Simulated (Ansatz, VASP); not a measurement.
## One calculation of BN, two programs

File INCAR:

```
SYSTEM = BN
  PREC = Accurate
  ENCUT = 520
  EDIFF = 1E-6
  ISMEAR = 0
  SIGMA = 0.05
  LREAL = .False.
  LASPH = .True.
  NELM = 80
  ALGO = Normal
  ISIF = 2
  LWAVE = .False.
  LCHARG = .True.
  GGA = PE
  LELF = .True.
  LVHAR = .True.
  NBANDS = 16
```

File KPOINTS:

```
regular mesh
0
Gamma
  12 12 6
  0 0 0
```

POSCAR

```
BN
1.0
    2.5539396017      0.0063848490      0.0000000000
   -1.2714403594      2.2085841503      0.0000000000
    0.0000000000      0.0000000000      4.2268550000
B N
2 2
Direct
    0.6666666667      0.3333333333      0.9997240000
    0.3333333333      0.6666666667      0.4997240000
    0.6666666667      0.3333333333      0.6252760000
    0.3333333333      0.6666666667      0.1252760000
```

Input for Ansatz:

```yaml
crystal:
  lattice:
    - [2.5539396017, 0.006384849, 0.0]
    - [-1.2714403594, 2.2085841503, 0.0]
    - [0.0, 0.0, 4.226855]
  atoms:
    - { symbol: B, position: [0.6666666667, 0.3333333333, 0.999724] }
    - { symbol: B, position: [0.3333333333, 0.6666666667, 0.499724] }
    - { symbol: "N", position: [0.6666666667, 0.3333333333, 0.625276] }
    - { symbol: "N", position: [0.3333333333, 0.6666666667, 0.125276] }
basis:
  ecutwfc: 420
kpoints:
  mp_grid: { grid: [12, 12, 6] }
hamiltonian:
  xc: pbe
scf:
  occupations: { method: gaussian, width: 0.05 }
output:
  forces: true
  stress: true
  eigenvalues: true
```

Change from the starting cell: strain +0.0050 x Voigt [0, 0, 0, 0, 0, 1], atoms carried along.

Alike in both runs: task single point; functional PBE; k mesh 12 × 12 × 6; occupations gaussian, width 0.05 eV; no spin polarisation.

|  | VASP | Ansatz |
| --- | --- | --- |
| version | VASP 6.6.1 | Ansatz 0.2.0 |
| potentials or method | VASP PAW PBE potentials, release 64 (B, N), cutoff 520 eV | scalar-relativistic, plane waves, PAW |
| valence electrons in the cell | 16 | 16 |

VASP gave:

```
gap on the k mesh at the Fermi level (eV)                     : 5.18
least direct gap on the mesh (eV)                             : 8.22
pressure (GPa)                                                : 0.2
traceless stress, the component that is largest in VASP (GPa) : -2.05
rms of the force components (eV/Å)                            : 0.013
```

Estimate Ansatz's values.

gap on the k mesh at the Fermi level (eV): 5.20; least direct gap on the mesh (eV): 8.23; pressure (GPa): 0.0; traceless stress, the component that is largest in VASP (GPa): -2.04; rms of the force components (eV/Å): 0.013.

Atom by atom the forces differ by 0.001 eV/Å (rms over components). With one functional, cell and mesh, what is left measures potentials, basis and numerics.
